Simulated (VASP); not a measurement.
Runs of VASP 6.6.1 on HfN. The structure is that of space group Fm-3m (No. 225), or close to it. The cells are those of the table. 

```tsv
task	cell	cutoff (eV)	gap on the mesh (eV)	pressure (GPa)
single point	a = 3.159 Å, angles 60.0°, 2 atoms	520	none	-1.2
single point	a = 3.170 Å, angles 60.0°, 2 atoms	520	none	(a)
single point	a = 3.149 Å, angles 60.0°, 2 atoms	520	none	1.9
relaxation of cell and atoms	relaxed from a = 3.189 Å, angles 60.0°, 2 atoms	600	none	-0.2
```

Alike in all rows: level LDA; potentials or basis VASP PAW LDA potentials, release 64 (Hf_pv, N); no spin polarisation; k mesh 16 × 16 × 16; smearing fermi-dirac 0.1 eV.

Problem. Fill in the values left out.

Solution. (a) -4.1.

Caveats: spin-orbit coupling is left out, which moves the levels of the heavy elements.

A k mesh can miss the band edges, and the runs leave out spin-orbit coupling on Hf.

A gap of «none» marks levels without a gap at the run's occupations.
